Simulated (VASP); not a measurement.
Here is a VASP 6.6.1 calculation.

INCAR

```
PREC = Accurate ; ENCUT = 520
EDIFF = 1E-7 ; ISMEAR = 0
SIGMA = 0.05 ; LREAL = False
LASPH = True ; NELM = 150
ALGO = Normal ; ISIF = 2
LWAVE = False ; LCHARG = False
ISPIN = 2 ; MAGMOM = 3.81 0
LORBIT = 11 ; LMAXMIX = 4
GGA = PE ; NBANDS = 20
```

The input KPOINTS:

```
Automatic mesh
0
Gamma
  12 12 12
```

Contents of POSCAR:

```
MnAs
1.0
    0.0000000000      2.7917068729      2.7917068729
    2.7917068729      0.0000000000      2.7917068729
    2.7917068729      2.7917068729      0.0000000000
Mn As
1 1
Direct
    0.0000000000      0.0000000000      0.0000000000
    0.2500000000      0.2500000000      0.2500000000
```

Potentials or basis: VASP PAW PBE potentials, release 64 (Mn_pv, As).

Run with:

```sh
$ cat potpaw_PBE.64/Mn_pv/POTCAR potpaw_PBE.64/As/POTCAR > POTCAR
$ mpirun -np 1 vasp_std > vasp.out
```

**Question.** Predict the pressure.

**Answer.** 2.1 GPa.

**Question.** Estimate the net moment.

**Answer.** 3.57 μB per cell.

**Question.** What does it give for the site moments?

**Answer.** Mn +3.52; As -0.16 μB.

Caveat: a cell with one magnetic atom can't hold antiferromagnetic order, which such compounds often take.
